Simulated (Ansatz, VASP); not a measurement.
# Cu in VASP and in Ansatz

```xyz
1
Lattice="0.0000 1.6127 1.6127 1.6127 0.0000 1.6127 1.6127 1.6127 0.0000" Properties=species:S:1:pos:R:3 pbc="T T T"
Cu    0.0000    0.0000    0.0000
```

Change from the starting cell: volume scaled by 0.702, to set the pressure.

Alike in both runs: task single point; functional PBE; k mesh 20 × 20 × 20; occupations fermi-dirac, width 0.05 eV; no spin polarisation.

|  | VASP | Ansatz |
| --- | --- | --- |
| version | VASP 6.6.1 | Ansatz 0.2.0 |
| potentials or method | VASP PAW PBE potentials, release 64 (Cu) | PAW with Ansatz's default frozen-core files, scalar-relativistic |
| plane-wave cutoff (eV) | 520 | 420 |
| valence electrons in the cell | 11 | 19 |

```csv
,VASP,Ansatz,Ansatz less VASP
pressure (GPa),121.4,120.5,-0.84
```

Both programs put the cell under a high pressure, so it lies far from rest at this level. VASP's potentials hold 11 valence electrons a cell and Ansatz's 19, so a difference there can come from the potentials and not from the codes.

Noted on VASP's run: the cell as given lies far from equilibrium.
